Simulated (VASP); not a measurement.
# MgGe2 (C2/m) in VASP: a series of runs

The runs below take MgGe2 through single point, with PBEsol.

Everything below comes from runs of VASP 6.6.1. Logs are shortened: lines on timing, memory, paths and dates and some standing lists are left out, and cuts for length are marked.

**1. The cell of the first run**

Symmetry: C2/m, No. 12, monoclinic system. Conventional cell: a = 11.116 Å, b = 3.724 Å, c = 6.860 Å, α = 90.00°, β = 118.17°, γ = 90.00°. Within 3.8 Å of Ge (site symmetry m) lie 8 Ge at 2.72 to 3.77 Å and 5 Mg at 2.91 to 3.18 Å. Within 3.8 Å of Ge (site symmetry m) lie 9 Ge at 2.57 to 3.72 Å and 3 Mg at 2.91 to 2.96 Å. Mg (site symmetry m) has 8 Ge at 2.91 to 3.18 Å and 5 Mg at 3.56 to 3.72 Å within 3.8 Å.

**2. Single point, PBEsol**

Contents of INCAR:

```
ALGO = Normal ; EDIFF = 1E-7
ENCUT = 520 ; GGA = PS
ISIF = 2 ; ISMEAR = -1
LASPH = T ; LCHARG = F
LREAL = F ; LWAVE = F
NBANDS = 39 ; NELM = 60
PREC = Accurate ; SIGMA = 0.05
```

Contents of KPOINTS:

```
k-points
0
Gamma
  8 8 5
```

Contents of POSCAR:

```
MgGe2
1.0
    5.5580521915     -1.8620969928      0.0000000000
    5.5580521915      1.8620969928      0.0000000000
   -3.2389343958      0.0000000000      6.0475617423
Ge Mg
4 2
Direct
    0.5292340000      0.5292340000      0.2936210000
    0.4707660000      0.4707660000      0.7063790000
    0.8803900000      0.8803900000      0.9854400000
    0.1196100000      0.1196100000      0.0145600000
    0.8152860000      0.8152860000      0.3492530000
    0.1847140000      0.1847140000      0.6507470000
```

Potentials or basis: VASP PAW PBE potentials, release 64 (Ge_d, Mg).

The run is started by

```bash
$ cat potpaw_PBE.64/Ge_d/POTCAR potpaw_PBE.64/Mg/POTCAR > POTCAR
$ mpirun -np 1 vasp_std > vasp.out
```

OUTCAR:

```text
EDIFF = 1E-7
   ENCUT = 520
   GGA = PS
   ISIF = 2
   ISMEAR = -1
   LASPH = T
   LREAL = F
   NELM = 60
   PREC = Accurate

 ion  position               nearest neighbor table
   1  0.529  0.529  0.294-   3 2.72   3 2.72   6 2.91   6 2.91   5 3.02   5 3.18   5 3.18
   2  0.471  0.471  0.706-   4 2.72   4 2.72   5 2.91   5 2.91   6 3.02   6 3.18   6 3.18
   3  0.880  0.880  0.985-   4 2.57   1 2.72   1 2.72   5 2.91   6 2.96   6 2.96
   4  0.120  0.120  0.015-   3 2.57   2 2.72   2 2.72   6 2.91   5 2.96   5 2.96
   5  0.815  0.815  0.349-   2 2.91   2 2.91   3 2.91   4 2.96   4 2.96   1 3.02   1 3.18   1 3.18
                             6 3.56   6 3.56   6 3.62
   6  0.185  0.185  0.651-   1 2.91   1 2.91   4 2.91   3 2.96   3 2.96   2 3.02   2 3.18   2 3.18
                             5 3.56   5 3.56   5 3.62

  LATTYP: Found a base centered monoclinic cell.
 ALAT       =    11.1161043830
 B/A-ratio  =     0.3350268995
 C/A-ratio  =     0.6171495446
 COS(beta)  =    -0.4721273096

  Lattice vectors:

 A1 = (   5.5580521915,  -1.8620969928,   0.0000000000)
 A2 = (   5.5580521915,   1.8620969928,   0.0000000000)
 A3 = (  -3.2389343958,   0.0000000000,   6.0475617423)

Analysis of symmetry for initial positions (statically):
=====================================================================
 Subroutine PRICEL returns:
 Original cell was already a primitive cell.

 Routine SETGRP: Setting up the symmetry group for a
 base centered monoclinic supercell.

 Subroutine GETGRP returns: Found  4 space group operations
 (whereof  4 operations were pure point group operations)
 out of a pool of  4 trial point group operations.

The static configuration has the point symmetry C_2h.

Analysis of symmetry for dynamics (positions and initial velocities):
=====================================================================
 Subroutine PRICEL returns:
 Original cell was already a primitive cell.

 Routine SETGRP: Setting up the symmetry group for a
 base centered monoclinic supercell.

 Subroutine GETGRP returns: Found  4 space group operations
 (whereof  4 operations were pure point group operations)
 out of a pool of  4 trial point group operations.

The dynamic configuration has the point symmetry C_2h.

 Subroutine INISYM returns: Found  4 space group operations
 (whereof  4 operations are pure point group operations),
 and found     1 'primitive' translations

----------------------------------------------------------------------------------------

                                     Primitive cell

  volume of cell :     125.1801

  direct lattice vectors                    reciprocal lattice vectors
     5.558052191 -1.862096993  0.000000000     0.089959573 -0.268514477  0.048180269
     5.558052191  1.862096993  0.000000000     0.089959573  0.268514477  0.048180269
    -3.238934396  0.000000000  6.047561742     0.000000000  0.000000000  0.165355898

  length of vectors
     5.861684858  5.861684858  6.860298758     0.287252654  0.287252654  0.165355898

  position of ions in fractional coordinates (direct lattice)
     0.529234000  0.529234000  0.293621000
     0.470766000  0.470766000  0.706379000
     0.880390000  0.880390000  0.985440000
     0.119610000  0.119610000  0.014560000
     0.815286000  0.815286000  0.349253000
     0.184714000  0.184714000  0.650747000

  ion indices of the primitive-cell ions
   primitive index   ion index
                 1           1
                 2           2
                 3           3
                 4           4
                 5           5
                 6           6

----------------------------------------------------------------------------------------

 KPOINTS: k-points

Automatic generation of k-mesh.
 Grid dimensions read from file:
 generate k-points for:    8    8    5

 Generating k-lattice:

  Cartesian coordinates                     Fractional coordinates (reciprocal lattice)
     0.011244947 -0.033564310  0.006022534     0.125000000  0.000000000  0.000000000
     0.011244947  0.033564310  0.006022534     0.000000000  0.125000000  0.000000000
     0.000000000  0.000000000  0.033071180     0.000000000  0.000000000  0.200000000

  Length of vectors
     0.035906582  0.035906582  0.033071180

  Shift w.r.t. Gamma in fractional coordinates (k-lattice)
     0.000000000  0.000000000  0.000000000

 Subroutine IBZKPT returns following result:
 ===========================================

 Found     93 irreducible k-points:

 Following reciprocal coordinates:
            Coordinates               Weight
  0.000000  0.000000  0.000000      1.000000
  0.125000 -0.000000  0.000000      4.000000
  0.250000 -0.000000  0.000000      4.000000
  0.375000 -0.000000  0.000000      4.000000
  0.500000 -0.000000  0.000000      2.000000
  0.125000  0.125000  0.000000      2.000000
[... 16 lines left out ...]
  0.125000 -0.000000  0.200000      4.000000
  0.250000 -0.000000  0.200000      4.000000
 [... further k-points ...]
   k-points           NKPTS =     93   k-points in BZ     NKDIM =     93   number of bands    NBANDS=     39
   number of dos      NEDOS =    301   number of ions     NIONS =      6
   total plane-waves  NPLWV = 124416
   dimension x,y,z NGX =    48 NGY =   48 NGZ =   54
   dimension x,y,z NGXF=    96 NGYF=   96 NGZF=  108
   ions per type =               4   2
   NGX,Y,Z   is equivalent  to a cutoff of  13.61, 13.61, 13.09 a.u.
   NGXF,Y,Z  is equivalent  to a cutoff of  27.23, 27.23, 26.17 a.u.
 SYSTEM =  unknown system
   PREC   = accura    normal or accurate (medium, high low for compatibility)
   ISTART =      0    job   : 0-new  1-cont  2-samecut
   ICHARG =      2    charge: 1-file 2-atom 10-const
   ISPIN  =      1    spin polarized calculation?
   LNONCOLLINEAR =      F non collinear calculations
   LSORBIT =      F    spin-orbit coupling
   LASPH  =      T    aspherical Exc in radial PAW
   ENCUT  =  520.0 eV  38.22 Ry    6.18 a.u.  10.90 10.90 12.76*2*pi/ulx,y,z
   NELM   =     60;   NELMIN=  2; NELMDL= -5     # of ELM steps
   EDIFF  = 0.1E-06   stopping-criterion for ELM
   LREAL  =      F    real-space projection
   EDIFFG = 0.1E-05   stopping-criterion for IOM
   NSW    =      0    number of steps for IOM
   IBRION =     -1    ionic relax: 0-MD 1-quasi-New 2-CG
   NFREE  =      0    steps in history (QN), initial steepest desc. (CG)
   ISIF   =      2    stress and relaxation
   ISYM   =      2    0-nonsym 1-usesym 2-fastsym
   POTIM  = 0.5000    time-step for ionic-motion
   TEBEG  =    0.0;   TEEND  =   0.0 temperature during run
   PSTRESS=    0.0 pullay stress
   NELECT =      60.0000    total number of electrons
   NUPDOWN=      -1.0000    fix difference up-down
   EMIN   =  10.00;   EMAX   =-10.00  energy-range for DOS
   EFERMI =   0.00;   METHOD = LEGACY
   ISMEAR =    -1;   SIGMA  =   0.05  broadening in eV -4-tet -1-fermi 0-gaus
   EFERMI_NEDOS =   21; number of points for ismear=-14 and -15
   IALGO  =     38    algorithm
   IMIX   =      4    mixing-type and parameters
     AMIX     =   0.40;   BMIX     =  1.00
     AMIX_MAG =   1.60;   BMIX_MAG =  1.00
  volume/ion in A,a.u.               =      20.86       140.79
  Fermi-wavevector in a.u.,A,eV,Ry     =   1.281190  2.421098 22.333250  1.641448
  Thomas-Fermi vector in A             =   2.413574
   LORBIT       =      0    0 simple, 1 ext, 2 COOP (PROOUT), +10 PAW based schemes
   GGA     = PS    functional components
   LHFCALC =     F    Hartree Fock is set to
   AEXX    =    0.0000 exact exchange contribution
   IVDW    =     0    specifies the selected vdW correction
   LEPSILON=     F    determine dielectric tensor
   LRPA    =     F    only Hartree local field effects (RPA)
 non-spin polarized calculation
  energy-cutoff  :      520.00
  volume of cell :      125.18
 maximum number of plane-waves:      3389
 NGX is ok and might be reduce to    48
   NGX = 21   NGY = 21   NGZ = 25

 number of electron      60.0000010 magnetization

 Free energy of the ion-electron system (eV)
  ---------------------------------------------------
  ext. energy  EPLUGINS =         0.00000000
  ---------------------------------------------------
  free energy    TOTEN  =       -23.02303415 eV

  energy without entropy =      -23.00152535  energy(sigma->0) =      -23.01227975

 E-fermi :   4.6853     XC(G=0): -10.1618

 val. band max:        4.6822340434   @ k =  -0.2500   0.5000   0.2000
 cond. band min:       4.6877590670   @ k =  -0.1250   0.0000   0.2000
 fundamental gap:      0.0055250236
 Fermi energy:         4.6852890719

 k-point     1 :       0.0000    0.0000    0.0000
  band No.  band energies     occupation
      1     -19.7607      2.00000
      2     -19.7602      2.00000
      3     -19.7538      2.00000
      4     -19.7345      2.00000
      5     -19.7276      2.00000
      6     -19.7240      2.00000
[... 31 lines left out ...]
     38      10.0389      0.00000
     39      10.5902      0.00000

 k-point     2 :       0.1250   -0.0000    0.0000
  band No.  band energies     occupation
      1     -19.7588      2.00000
      2     -19.7583      2.00000
      3     -19.7530      2.00000
      4     -19.7347      2.00000
      5     -19.7270      2.00000
      6     -19.7216      2.00000
[... 31 lines left out ...]
     38      10.6196      0.00000
     39      10.8729      0.00000

 k-point     3 :       0.2500   -0.0000    0.0000
  band No.  band energies     occupation
      1     -19.7542      2.00000
      2     -19.7534      2.00000
      3     -19.7504      2.00000
      4     -19.7361      2.00000
      5     -19.7264      2.00000
      6     -19.7136      2.00000
[... 832 lines left out ...]
 k-point    23 :       0.1250   -0.0000    0.2000
  band No.  band energies     occupation
      1     -19.7601      2.00000
      2     -19.7575      2.00000
      3     -19.7518      2.00000
      4     -19.7347      2.00000
      5     -19.7259      2.00000
      6     -19.7206      2.00000
[... 31 lines left out ...]
     38      10.2755      0.00000
     39      11.0096      0.00000

 k-point    24 :       0.2500   -0.0000    0.2000
  band No.  band energies     occupation
      1     -19.7556      2.00000
      2     -19.7536      2.00000
      3     -19.7487      2.00000
      4     -19.7353      2.00000
      5     -19.7257      2.00000
      6     -19.7129      2.00000
[... 31 lines left out ...]
     38      10.0608      0.00000
     39      11.0519      0.00000

 [... further k-points ...]

------------------------ aborting loop because EDIFF is reached ----------------------------------------

  FORCE on cell =-STRESS in cart. coord.  units (eV):
  Direction    XX          YY          ZZ          XY          YZ          ZX
  --------------------------------------------------------------------------------------
  -------------------------------------------------------------------------------------
  Total       -2.9396858     -2.4376401     -3.2629258      0.0000000      0.0000000     -0.0070667
  in kB      -37.6249796    -31.1993060    -41.7621211      0.0000000      0.0000000     -0.0904461
  external PRESSURE =     -36.8621356 kB  Pullay stress =       0.0000000 kB

 VOLUME and BASIS-vectors are now :
 -----------------------------------------------------------------------------
  energy-cutoff  :      520.00
  volume of cell :      125.18
      direct lattice vectors                 reciprocal lattice vectors
     5.558052191 -1.862096993  0.000000000     0.089959573 -0.268514477  0.048180269
     5.558052191  1.862096993  0.000000000     0.089959573  0.268514477  0.048180269
    -3.238934396  0.000000000  6.047561742     0.000000000  0.000000000  0.165355898

 POSITION                                       TOTAL-FORCE (eV/Angst)
 -----------------------------------------------------------------------------------
      4.93200      0.00000      1.77569        -0.134476      0.000000     -0.103755
      2.94517      0.00000      4.27187         0.134476      0.000000      0.103755
      6.59473      0.00000      5.95951         0.165612      0.000000      0.120891
      1.28244      0.00000      0.08805        -0.165612      0.000000     -0.120891
      7.93160      0.00000      2.11213        -0.000052      0.000000     -0.022748
     -0.05443      0.00000      3.93543         0.000052      0.000000      0.022748
 -----------------------------------------------------------------------------------
    total drift:                               -0.000000     -0.000000      0.000000

  FREE ENERGIE OF THE ION-ELECTRON SYSTEM (eV)
  ---------------------------------------------------
  free  energy   TOTEN  =       -23.0230341479 eV

  energy  without entropy=      -23.0015253452  energy(sigma->0) =      -23.01227975
```

Run time: 19 min. Hardware: 1 thread of Intel Xeon 8259CL, shared host; peak memory 0.58 GiB.

What came out:

| Quantity | Value |
| --- | --- |
| Free energy | -23.0230 eV |
| Pressure | -3.7 GPa |
| Largest force | 0.205 eV/Å |
| Band gap on the k mesh | zero (bands 30 and 31 overlap by 1.83 eV) |

Forces in eV/Å, atoms in the order of the input:
```
Ge  -0.134  0.000 -0.104
Ge   0.134  0.000  0.104
Ge   0.166  0.000  0.121
Ge  -0.166  0.000 -0.121
Mg   0.000  0.000 -0.023
Mg   0.000  0.000  0.023
```

Stress tensor (GPa, compression positive):
```
-3.76  0.00 -0.01
 0.00 -3.12  0.00
-0.01  0.00 -4.18
```

Levels at points of the mesh, in eV from the Fermi level:
```tsv
k point	band 28	band 29	band 30	band 31	band 32	band 33
(0.00, 0.00, 0.00)	-0.65	0.14	1.10	1.10	2.39	2.56
(0.50, 0.00, 0.00)	-3.02	-1.27	-1.19	-0.49	0.47	1.74
(0.50, 0.50, 0.00)	-1.08	0.36	0.46	1.09	1.72	2.77
```

Caveat: the cell stands under tension; the PAW data sets were made with another functional, which shifts forces and pressure a little.

**3. Single point, PBEsol**

This run uses another cell than the first one, of 21.27 Å³/atom.

Contents of INCAR:

```
PREC     = Accurate       # precision mode
ENCUT    = 520            # plane-wave cutoff, eV
EDIFF    = 1E-6           # SCF threshold, eV
ISMEAR   = -1             # smearing method
SIGMA    = 0.05           # smearing width, eV
LREAL    = False          # projectors in reciprocal space
LASPH    = True           # aspherical terms in the spheres
NELM     = 100            # most SCF steps
ALGO     = Normal         # electronic algorithm
ISIF     = 2              # what is computed and relaxed
LWAVE    = False          # write WAVECAR
LCHARG   = False          # write CHGCAR
GGA      = PS             # functional
NBANDS   = 39             # bands
```

Contents of KPOINTS:

```
Automatic mesh
0
Gamma
  8 8 5
```

POSCAR, as its differences from that of step 2:

```diff
@@ -2,5 +2,5 @@
 1.0
-    5.5580521915     -1.8620969928      0.0000000000
-    5.5580521915      1.8620969928      0.0000000000
-   -3.2389343958      0.0000000000      6.0475617423
+    5.5941444508     -1.8741888705      0.0000000000
+    5.5941444508      1.8741888705      0.0000000000
+   -3.2599670267      0.0000000000      6.0868327241
 Ge Mg
```

Potentials or basis: VASP PAW PBE potentials, release 64 (Ge_d, Mg).

The run is started by

```bash
$ cat potpaw_PBE.64/Ge_d/POTCAR potpaw_PBE.64/Mg/POTCAR > POTCAR
$ mpirun -np 1 vasp_std > vasp.out
```

Run time: 18 min. Hardware: 1 thread of Intel Xeon 8259CL, shared host; peak memory 0.58 GiB.

Results (log left out):

- Free energy: -22.9605 eV
- Pressure: -4.5 GPa
- Largest force: 0.273 eV/Å
- Band gap on the k mesh: zero (bands 30 and 31 overlap by 1.81 eV)

Forces in eV/Å, atoms in the order of the input:
```
Ge  -0.132  0.000 -0.140
Ge   0.132  0.000  0.140
Ge   0.226  0.000  0.153
Ge  -0.226  0.000 -0.153
Mg   0.006  0.000 -0.030
Mg  -0.006  0.000  0.030
```

Stress tensor (GPa, compression positive):
```
-4.59  0.00 -0.02
 0.00 -3.94  0.00
-0.02  0.00 -5.02
```

Levels at points of the mesh, in eV from the Fermi level:
```csv
k point,band 27,band 28,band 29,band 30,band 31,band 32,band 33,band 34
"(0.00, 0.00, 0.00)",-2.97,-0.63,0.11,1.05,1.09,2.37,2.53,2.60
"(0.50, 0.00, 0.00)",-3.57,-2.97,-1.24,-1.16,-0.47,0.45,1.72,2.44
"(0.50, 0.50, 0.00)",-1.15,-1.09,0.33,0.43,1.06,1.70,2.73,3.04
```

Caveat: the cell stands under tension; the PAW data sets were made with another functional, which shifts forces and pressure a little.

**4. Single point, PBEsol**

This run uses another cell than the first one, of 21.68 Å³/atom.

Contents of INCAR:

```
  PREC = Accurate
  ENCUT = 520
  EDIFF = 1E-6
  ISMEAR = -1
  SIGMA = 0.05
  LREAL = F
  LASPH = T
  NELM = 100
  ALGO = Normal
  ISIF = 2
  LWAVE = F
  LCHARG = F
  GGA = PS
  NBANDS = 39
```

Contents of KPOINTS:

```
regular mesh
0
Gamma
  8 8 5
```

POSCAR, as its differences from that of step 3:

```diff
@@ -2,5 +2,5 @@
 1.0
-    5.5941444508     -1.8741888705      0.0000000000
-    5.5941444508      1.8741888705      0.0000000000
-   -3.2599670267      0.0000000000      6.0868327241
+    5.6297769048     -1.8861267011      0.0000000000
+    5.6297769048      1.8861267011      0.0000000000
+   -3.2807317077      0.0000000000      6.1256034046
 Ge Mg
```

The run is started by

```bash
$ cat potpaw_PBE.64/Ge_d/POTCAR potpaw_PBE.64/Mg/POTCAR > POTCAR
$ mpirun -np 1 vasp_std > vasp.out
```

Wall time 18 min (1 thread of Intel Xeon 8259CL, shared host); peak memory 0.6 GiB.

It converged, with:

* Free energy: -22.8860 eV
* Pressure: -5.3 GPa
* Largest force: 0.336 eV/Å
* Band gap on the k mesh: zero (bands 30 and 31 overlap by 1.79 eV)

Forces on the atoms (eV/Å):
```
Ge  -0.130  0.000 -0.174
Ge   0.130  0.000  0.174
Ge   0.282  0.000  0.183
Ge  -0.282  0.000 -0.183
Mg   0.012  0.000 -0.036
Mg  -0.012  0.000  0.036
```

Stress tensor (GPa, compression positive):
```
-5.33  0.00 -0.02
 0.00 -4.67  0.00
-0.02  0.00 -5.78
```

Levels at points of the mesh, in eV from the Fermi level:
```tsv
k point	band 26	band 27	band 28	band 29	band 30	band 31	band 32	band 33	band 34	band 35
(0.00, 0.00, 0.00)	-3.30	-2.94	-0.61	0.07	1.01	1.08	2.34	2.51	2.56	3.35
(0.50, 0.00, 0.00)	-3.78	-3.50	-2.93	-1.22	-1.14	-0.44	0.42	1.71	2.40	3.18
(0.50, 0.50, 0.00)	-2.05	-1.12	-1.09	0.30	0.41	1.02	1.67	2.69	2.99	3.33
```

Caveat: the cell stands under tension; the PAW data sets were made with another functional, which shifts forces and pressure a little.

**5. Summary**

```tsv
cell	gap on the mesh (eV)	pressure (GPa)	largest force (eV/Å)
a = 5.862, b = 5.862, c = 6.860 Å, angles 116.6, 116.6, 37.0°, 6 atoms	none	-3.7	0.21
a = 5.900, b = 5.900, c = 6.905 Å, angles 116.6, 116.6, 37.0°, 6 atoms	none	-4.5	0.27
a = 5.937, b = 5.937, c = 6.949 Å, angles 116.6, 116.6, 37.0°, 6 atoms	none	-5.3	0.34
```

Alike in all rows: task single point; level PBEsol; potentials or basis VASP PAW PBE potentials, release 64 (Ge_d, Mg); no spin polarisation; k mesh 8 × 8 × 5; cutoff (eV) 520; smearing fermi-dirac 0.05 eV.

Caveats: the cell stands under tension; the PAW data sets were made with another functional, which shifts forces and pressure a little.

Total energies depend on the potentials used, so only differences within one code and one set of settings carry meaning.

The gap in the log of VASP goes by the Fermi energy; the results here count the filled bands.